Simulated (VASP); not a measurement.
GdN, 2 atoms in the cell. It takes space group Fm-3m (No. 225, cubic). The conventional cell has a = 5.002 Å, b = 5.002 Å, c = 5.002 Å, α = 90.00°, β = 90.00°, γ = 90.00°. Gd (site symmetry m-3m) has 6 N at 2.50 Å within 3.3 Å. N (site symmetry m-3m) has 6 Gd at 2.50 Å within 3.3 Å. 

```yaml
Program: VASP 6.6.1
Task: single point
Functional: PBE
Potentials_or_basis: VASP PAW PBE potentials, release 64 (Gd, N)
Cutoff: 520 eV
k_mesh: 14 × 14 × 14
Occupations: gaussian, width 0.1 eV
Spin: collinear spin
Starting_moments: "[7.63, -0.15] μB"
Hubbard_terms: Gd f U = 6.0 eV
Dipole_correction: no
Further_INCAR_settings: ALGO = Normal; EDIFF = 1e-06; NBANDS = 22
```

Potentials or basis: VASP PAW PBE potentials, release 64 (Gd, N).

The run is started by

```sh
$ cat potpaw_PBE.64/Gd/POTCAR potpaw_PBE.64/N/POTCAR > POTCAR
$ mpirun -np 1 vasp_std > vasp.out
```

Hardware: 1 thread of Intel(R) Xeon(R) Platinum 8259CL CPU @ 2.50GHz (Skylake/Cascade Lake) (shared host).

Problem. How long does it take, and how much memory?

Solution. It took 3.9 min on 1 thread of Intel(R) Xeon(R) Platinum 8259CL CPU @ 2.50GHz (Skylake/Cascade Lake), on a shared host, peak memory 0.27 GiB. Counts: scf iterations 17, k points 104.
